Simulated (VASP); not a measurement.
# Al (C2/m) in VASP: notebook

Runs on Al. Level: PBE+D3(BJ). Tasks: single point.

All numbers are computed with VASP 6.6.1; they aren't measurements. Logs are shortened: lines on timing, memory, paths and dates and some standing lists are left out, and cuts for length are marked.

### 1 The cell of the first run

Symmetry: C2/m, No. 12, monoclinic system. Conventional cell: a = 4.856 Å, b = 2.804 Å, c = 14.190 Å, α = 90.00°, β = 98.75°, γ = 90.00°. Al (site symmetry m) has 12 Al at 2.57 to 3.04 Å within 3.4 Å. Al (site symmetry m) has 12 Al at 2.80 to 2.84 Å within 3.7 Å. Within 3.7 Å of Al (site symmetry m) lie 12 Al at 2.80 to 2.84 Å.

### 2 Single point, PBE+D3(BJ) (the part above a cut slid along it)

The input, INCAR:

```
SYSTEM = Al
ALGO = Fast
EDIFF = 1E-7
ENCUT = 520
GGA = PE
ISIF = 2
ISMEAR = 0
ISYM = 0
IVDW = 12
LASPH = .TRUE.
LCHARG = .FALSE.
LREAL = .FALSE.
LWAVE = .FALSE.
NBANDS = 18
NELM = 60
PREC = Accurate
SIGMA = 0.15
```

The input, KPOINTS:

```
k-points
0
G
  18 18 3
  0 0 0
```

The input, POSCAR:

```
Al
1.0
   -2.8035700760      0.0000000000      0.0000000000
   -1.4017850380     -2.4279629071      0.0000000000
   -0.9345233587     -1.0790946254     14.0252688885
Al
6
Direct
    0.6574055556      0.6296222222      0.0833500000
    0.6203685185      0.4814740741      0.4166833333
    0.5833314815      0.3333259259      0.7500166667
    0.2314796296     -0.0740814815      0.9166833333
    0.3055537037      0.2222148148      0.2500166667
    0.2685166667      0.0740666667      0.5833500000
```

Potentials or basis: VASP PAW PBE potentials, release 64 (Al).

Started as:

```console
> cat potpaw_PBE.64/Al/POTCAR > POTCAR
> mpirun -np 1 vasp_std > vasp.out
```

OUTCAR:

```text
SYSTEM = Al
   EDIFF = 1E-7
   ENCUT = 520
   GGA = PE
   ISIF = 2
   ISMEAR = 0
   ISYM = 0
   IVDW = 12
   LASPH = .TRUE.
   LREAL = .FALSE.
   NELM = 60
   PREC = Accurate
 IVDW          = 12

 ion  position               nearest neighbor table
   1  0.657  0.630  0.083-   4 2.57   5 2.84   5 2.84   5 2.84   4 3.04   4 3.04
   2  0.620  0.481  0.417-   5 2.84   5 2.84   5 2.84   6 2.84   6 2.84   6 2.84
   3  0.583  0.333  0.750-   4 2.84   4 2.84   4 2.84   6 2.84   6 2.84   6 2.84
   4  0.231  0.926  0.917-   1 2.57   3 2.84   3 2.84   3 2.84   1 3.04   1 3.04
   5  0.306  0.222  0.250-   2 2.84   2 2.84   2 2.84   1 2.84   1 2.84   1 2.84
   6  0.269  0.074  0.583-   2 2.84   3 2.84   3 2.84   2 2.84   3 2.84   2 2.84

IMPORTANT INFORMATION: All symmetrisations will be switched off!
NOSYMM: (Re-)initialisation of all symmetry stuff for point group C_1.

----------------------------------------------------------------------------------------

                                     Primitive cell

  volume of cell :      95.4695

  direct lattice vectors                    reciprocal lattice vectors
    -2.803570076  0.000000000  0.000000000    -0.356688070  0.205933953 -0.007922209
    -1.401785038 -2.427962907  0.000000000     0.000000000 -0.411867907 -0.031688836
    -0.934523359 -1.079094625 14.025268888     0.000000000  0.000000000  0.071299881

  length of vectors
     2.803570076  2.803570076 14.097728417     0.411944091  0.413085167  0.071299881

  position of ions in fractional coordinates (direct lattice)
     0.657405556  0.629622222  0.083350000
     0.620368519  0.481474074  0.416683333
     0.583331481  0.333325926  0.750016667
     0.231479630  0.925918518  0.916683333
     0.305553704  0.222214815  0.250016667
     0.268516667  0.074066667  0.583350000

  ion indices of the primitive-cell ions
   primitive index   ion index
                 1           1
                 2           2
                 3           3
                 4           4
                 5           5
                 6           6

----------------------------------------------------------------------------------------

 KPOINTS: k-points

Automatic generation of k-mesh.
 Grid dimensions read from file:
 generate k-points for:   18   18    3

 Generating k-lattice:

  Cartesian coordinates                     Fractional coordinates (reciprocal lattice)
    -0.019816004  0.011440775 -0.000440123     0.055555556  0.000000000  0.000000000
     0.000000000 -0.022881550 -0.001760491     0.000000000  0.055555556 -0.000000000
     0.000000000  0.000000000  0.023766627     0.000000000  0.000000000  0.333333333

  Length of vectors
     0.022885783  0.022949176  0.023766627

  Shift w.r.t. Gamma in fractional coordinates (k-lattice)
     0.000000000  0.000000000  0.000000000

 -----------------------------------------------------------------------------
|                                                                             |
|           W    W    AA    RRRRR   N    N  II  N    N   GGGG   !!!           |
|           W    W   A  A   R    R  NN   N  II  NN   N  G    G  !!!           |
|           W    W  A    A  R    R  N N  N  II  N N  N  G       !!!           |
|           W WW W  AAAAAA  RRRRR   N  N N  II  N  N N  G  GGG   !            |
|           WW  WW  A    A  R   R   N   NN  II  N   NN  G    G                |
|           W    W  A    A  R    R  N    N  II  N    N   GGGG   !!!           |
|                                                                             |
|     Your reciprocal lattice and k-lattice belong to different lattice       |
|     classes:                                                                |
|                                                                             |
|        The reciprocal lattice is base-centered monoclinic,                  |
|        whereas your k-lattice is triclinic.                                 |
|                                                                             |
|     Results are often still useful ...                                      |
|                                                                             |
 -----------------------------------------------------------------------------

 WARNING: IBZKPT: internal override: KBLOWUP is changed to .FALSE.
      ... skipping the blow-up phase ...

 Subroutine IBZKPT returns following result:
 ===========================================

 Found    488 irreducible k-points:

 Following reciprocal coordinates:
            Coordinates               Weight
  0.000000  0.000000  0.000000      1.000000
  0.055556 -0.000000  0.000000      2.000000
  0.111111 -0.000000  0.000000      2.000000
  0.166667 -0.000000  0.000000      2.000000
  0.222222 -0.000000 -0.000000      2.000000
  0.277778  0.000000  0.000000      2.000000
[... 16 lines left out ...]
 -0.333333  0.055556 -0.000000      2.000000
 -0.277778  0.055556 -0.000000      2.000000
 [... further k-points ...]
   k-points           NKPTS =    488   k-points in BZ     NKDIM =    488   number of bands    NBANDS=     18
   number of dos      NEDOS =    301   number of ions     NIONS =      6
   total plane-waves  NPLWV =  62208
   dimension x,y,z NGX =    24 NGY =   24 NGZ =  108
   dimension x,y,z NGXF=    48 NGYF=   48 NGZF=  216
   ions per type =               6
   NGX,Y,Z   is equivalent  to a cutoff of  14.23, 14.23, 12.74 a.u.
   NGXF,Y,Z  is equivalent  to a cutoff of  28.46, 28.46, 25.47 a.u.
 SYSTEM =  Al
   PREC   = accura    normal or accurate (medium, high low for compatibility)
   ISTART =      0    job   : 0-new  1-cont  2-samecut
   ICHARG =      2    charge: 1-file 2-atom 10-const
   ISPIN  =      1    spin polarized calculation?
   LNONCOLLINEAR =      F non collinear calculations
   LSORBIT =      F    spin-orbit coupling
   LASPH  =      T    aspherical Exc in radial PAW
   ENCUT  =  520.0 eV  38.22 Ry    6.18 a.u.   5.21  5.21 26.21*2*pi/ulx,y,z
   NELM   =     60;   NELMIN=  2; NELMDL= -5     # of ELM steps
   EDIFF  = 0.1E-06   stopping-criterion for ELM
   LREAL  =      F    real-space projection
   EDIFFG = 0.1E-05   stopping-criterion for IOM
   NSW    =      0    number of steps for IOM
   IBRION =     -1    ionic relax: 0-MD 1-quasi-New 2-CG
   NFREE  =      0    steps in history (QN), initial steepest desc. (CG)
   ISIF   =      2    stress and relaxation
   ISYM   =      0    0-nonsym 1-usesym 2-fastsym
   POTIM  = 0.5000    time-step for ionic-motion
   TEBEG  =    0.0;   TEEND  =   0.0 temperature during run
   PSTRESS=    0.0 pullay stress
   NELECT =      18.0000    total number of electrons
   NUPDOWN=      -1.0000    fix difference up-down
   EMIN   =  10.00;   EMAX   =-10.00  energy-range for DOS
   EFERMI =   0.00;   METHOD = LEGACY
   ISMEAR =     0;   SIGMA  =   0.15  broadening in eV -4-tet -1-fermi 0-gaus
   EFERMI_NEDOS =   21; number of points for ismear=-14 and -15
   IALGO  =     68    algorithm
   IMIX   =      4    mixing-type and parameters
     AMIX     =   0.40;   BMIX     =  1.00
     AMIX_MAG =   1.60;   BMIX_MAG =  1.00
  volume/ion in A,a.u.               =      15.91       107.38
  Fermi-wavevector in a.u.,A,eV,Ry     =   0.938737  1.773956 11.989833  0.881228
  Thomas-Fermi vector in A             =   2.065979
   LORBIT       =      0    0 simple, 1 ext, 2 COOP (PROOUT), +10 PAW based schemes
   GGA     = PE    functional components
   LHFCALC =     F    Hartree Fock is set to
   AEXX    =    0.0000 exact exchange contribution
   IVDW    =    12    specifies the selected vdW correction
   LEPSILON=     F    determine dielectric tensor
   LRPA    =     F    only Hartree local field effects (RPA)
 non-spin polarized calculation
 RMM-DIIS sequential band-by-band and
 Gauss-broadening in eV      SIGMA  =   0.15
  energy-cutoff  :      520.00
  volume of cell :       95.47
 maximum number of plane-waves:      2597
 NGX is ok and might be reduce to    24
   NGX = 11   NGY = 11   NGZ = 53

 number of electron      18.0000000 magnetization

 Free energy of the ion-electron system (eV)
  ---------------------------------------------------
  ext. energy  EPLUGINS =         0.00000000
  ---------------------------------------------------
  free energy    TOTEN  =       -22.21276550 eV

  energy without entropy =      -22.18692319  energy(sigma->0) =      -22.19984434

 E-fermi :   8.3629     XC(G=0): -10.3281

 val. band max:        8.3562749362   @ k =   0.3333   0.0000   0.0000
 cond. band min:       8.3661197099   @ k =   0.0556   0.3889   0.3333
 fundamental gap:      0.0098447737
 Fermi energy:         8.3629060017

 k-point     1 :       0.0000    0.0000    0.0000
  band No.  band energies     occupation
      1      -3.0071      2.00000
      2      -2.2621      2.00000
      3      -2.2506      2.00000
      4      -0.0309      2.00000
      5      -0.0277      2.00000
      6       3.5283      2.00000
[... 10 lines left out ...]
     17      19.9850      0.00000
     18      20.0089      0.00000

 k-point     2 :       0.0556   -0.0000    0.0000
  band No.  band energies     occupation
      1      -2.9296      2.00000
      2      -2.1902      2.00000
      3      -2.1683      2.00000
      4       0.0280      2.00000
      5       0.0651      2.00000
      6       3.5957      2.00000
[... 10 lines left out ...]
     17      19.7518      0.00000
     18      19.9316      0.00000

 k-point     3 :       0.1111   -0.0000    0.0000
  band No.  band energies     occupation
      1      -2.6973      2.00000
      2      -1.9677      2.00000
      3      -1.9289      2.00000
      4       0.2368      2.00000
      5       0.3106      2.00000
      6       3.7999      2.00000
[... 412 lines left out ...]
 k-point    23 :      -0.3333    0.0556   -0.0000
  band No.  band energies     occupation
      1       0.2835      2.00000
      2       0.9958      2.00000
      3       1.0351      2.00000
      4       3.1406      2.00000
      5       3.2160      2.00000
      6       6.3296      2.00000
[... 10 lines left out ...]
     17      13.7608      0.00000
     18      14.2612      0.00000

 k-point    24 :      -0.2778    0.0556   -0.0000
  band No.  band energies     occupation
      1      -0.6264      2.00000
      2       0.0999      2.00000
      3       0.1223      2.00000
      4       2.2764      2.00000
      5       2.3162      2.00000
      6       5.7466      2.00000
[... 10 lines left out ...]
     17      14.6716      0.00000
     18      15.4006      0.00000

 [... further k-points ...]

------------------------ aborting loop because EDIFF is reached ----------------------------------------

 Edisp (eV)   -2.09561

 E8    (eV) :    -0.9376

  FORCE on cell =-STRESS in cart. coord.  units (eV):
  Direction    XX          YY          ZZ          XY          YZ          ZX
  --------------------------------------------------------------------------------------
  -------------------------------------------------------------------------------------
  Total       0.27662     0.54580     0.03766     0.24165     0.65757    -1.03158
  in kB       4.64234     9.15971     0.63207     4.05533    11.03539   -17.31211
  external pressure =        4.81 kB  Pullay stress =        0.00 kB

 VOLUME and BASIS-vectors are now :
 -----------------------------------------------------------------------------
  energy-cutoff  :      520.00
  volume of cell :       95.47
      direct lattice vectors                 reciprocal lattice vectors
    -2.803570076  0.000000000  0.000000000    -0.356688070  0.205933953 -0.007922209
    -1.401785038 -2.427962907  0.000000000     0.000000000 -0.411867907 -0.031688836
    -0.934523359 -1.079094625 14.025268888     0.000000000  0.000000000  0.071299881

 POSITION                                       TOTAL-FORCE (eV/Angst)
 -----------------------------------------------------------------------------------
     -2.80357     -1.61864      1.16901        -0.354428      0.203597      0.348989
     -2.80357     -1.61864      5.84410        -0.009549      0.004510      0.010241
     -2.80357     -1.61864     10.51919        -0.000622     -0.000198      0.031204
     -2.80357     -3.23728     12.85673         0.354428     -0.203597     -0.348989
     -1.40179     -0.80932      3.50655         0.000623      0.000198     -0.031204
     -1.40179     -0.80932      8.18164         0.009549     -0.004510     -0.010241
 -----------------------------------------------------------------------------------
    total drift:                               -0.000001      0.000000      0.000001

  FREE ENERGIE OF THE ION-ELECTRON SYSTEM (eV)
  ---------------------------------------------------
  free  energy   TOTEN  =       -24.3083785777 eV

  energy  without entropy=      -24.2825362649  energy(sigma->0) =      -24.29545742
```

Run time: 25 min. Hardware: 1 thread of Intel Xeon 8259CL, shared host; peak memory 0.7 GiB.

What came out:

| Quantity | Value |
| --- | --- |
| Free energy | -24.3084 eV |
| Pressure | 0.5 GPa |
| Largest force | 0.537 eV/Å |
| Band gap on the k mesh | zero (bands 9 and 10 overlap by 5.58 eV) |
| Dispersion energy per atom | -0.349 eV |

Forces in eV/Å, atoms in the order of the input:
```
Al  -0.354  0.204  0.349
Al  -0.010  0.005  0.010
Al  -0.001  0.000  0.031
Al   0.354 -0.204 -0.349
Al   0.001  0.000 -0.031
Al   0.010 -0.005 -0.010
```

Levels at points of the mesh, in eV from the Fermi level:
| k point | band 5 | band 6 | band 7 | band 8 | band 9 | band 10 | band 11 | band 12 | band 13 | band 14 |
| --- | --- | --- | --- | --- | --- | --- | --- | --- | --- | --- |
| (0.00, 0.00, 0.00) | -8.39 | -4.83 | -4.67 | 0.19 | 0.21 | 6.27 | 6.33 | 11.31 | 11.38 | 11.43 |
| (0.50, 0.00, 0.00) | -4.50 | -4.45 | -2.48 | -2.41 | -2.18 | -2.01 | 0.50 | 1.20 | 1.27 | 1.86 |
| (0.00, 0.50, 0.00) | -4.32 | -4.09 | -3.16 | -2.67 | -1.86 | -1.38 | 0.10 | 0.42 | 2.13 | 2.35 |
| (0.50, 0.50, 0.00) | -4.29 | -3.83 | -3.49 | -2.69 | -1.54 | -1.41 | -0.25 | 0.51 | 2.08 | 2.66 |

Caveat: the cell differs from its parent crystal (the part above a cut slid along it).

### 3 Single point, PBE+D3(BJ) (the part above a cut slid along it)

The input, INCAR:

```
  PREC = Accurate
  ENCUT = 520
  EDIFF = 1E-6
  ISMEAR = 0
  SIGMA = 0.15
  LREAL = False
  LASPH = True
  NELM = 60
  ALGO = Fast
  ISIF = 2
  LWAVE = False
  LCHARG = False
  GGA = PE
  IVDW = 12
  NBANDS = 18
  ISYM = 0
```

The input, KPOINTS:

```
Automatic mesh
0
Gamma
  18 18 3
```

The input, POSCAR:

```
Al
1.0
   -2.8035700760      0.0000000000      0.0000000000
   -1.4017850380     -2.4279629071      0.0000000000
   -2.3363083967     -1.8884155944     14.0252688885
Al
6
Direct
    0.6296222222      0.6018388889      0.0833500000
    0.4814740741      0.3425796296      0.4166833333
    0.3333259259      0.0833203704      0.7500166667
   -0.0740814815     -0.3796425926      0.9166833333
    0.2222148148      0.1388759259      0.2500166667
    0.0740666667     -0.1203833333      0.5833500000
```

Potentials or basis: VASP PAW PBE potentials, release 64 (Al).

Started as:

```console
> cat potpaw_PBE.64/Al/POTCAR > POTCAR
> mpirun -np 1 vasp_std > vasp.out
```

Run time: 14 min. Hardware: 1 thread of Intel Xeon 8259CL, shared host; peak memory 0.69 GiB.

Results (log left out):

```
Free energy                : -24.0052 eV
Pressure                   : 2.0 GPa
Largest force              : 1.524 eV/Å
Band gap on the k mesh     : zero (bands 9 and 10 overlap by 5.30 eV)
Dispersion energy per atom : -0.349 eV
```

Forces on the atoms (eV/Å):
```
Al   0.446 -0.256  1.435
Al   0.012 -0.007  0.016
Al   0.029 -0.018  0.039
Al  -0.446  0.256 -1.435
Al  -0.029  0.018 -0.039
Al  -0.012  0.007 -0.016
```

Stress tensor (GPa, compression positive):
```
 0.85 -0.32  1.70
-0.32  0.60 -0.87
 1.70 -0.87  4.59
```

Levels at points of the mesh, in eV from the Fermi level:
```
           k point  band 5  band 6  band 7  band 8  band 9  band 10  band 11  band 12  band 13  band 14
(0.00, 0.00, 0.00)   -8.38   -4.84   -4.66    0.15    0.23     6.14     6.35    11.32    11.33    11.44
(0.50, 0.00, 0.00)   -4.31   -4.08   -3.15   -2.66   -1.87    -1.37     0.12     0.41     2.16     2.30
(0.00, 0.50, 0.00)   -4.12   -3.73   -3.54   -2.95   -1.31    -0.96    -0.36    -0.35     2.92     3.02
(0.50, 0.50, 0.00)   -4.12   -3.73   -3.54   -2.95   -1.31    -0.96    -0.36    -0.35     2.92     3.02
```

Caveat: the cell differs from its parent crystal (the part above a cut slid along it); forces of over 1 eV/Å act on the atoms, so gaps and moduli don't describe the material at rest.
